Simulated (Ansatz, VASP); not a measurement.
## Two plane-wave programs on PtS2

```xyz
3
Lattice="1.7644 1.0187 5.5230 -1.7644 1.0187 5.5230 0.0000 -2.0374 5.5230" Properties=species:S:1:pos:R:3 pbc="T T T"
Pt    0.0000    0.0000    0.0000
S     0.0000    0.0000    4.2799
S     0.0000    0.0000   12.2893
```

Alike in both runs: task single point; functional PBEsol; k mesh 6 × 6 × 6; no spin polarisation.

```csv
,VASP,Ansatz
version,VASP 6.6.1,Ansatz 0.2.0
potentials or method,"VASP PAW PBE potentials, release 64 (Pt, S)","plane waves, PAW"
plane-wave cutoff (eV),520,420
occupations,"gaussian, width 0.01 eV",fixed
valence electrons in the cell,22,30
```

```tsv
	VASP	Ansatz	Ansatz less VASP
gap on the k mesh at the Fermi level (eV)	1.26	1.25	-0.004
```

VASP's potentials were made for PBE, not for PBEsol. VASP's potentials hold 22 valence electrons a cell and Ansatz's 30, so a difference there can come from the potentials and not from the codes.

Spin-orbit coupling is off throughout.
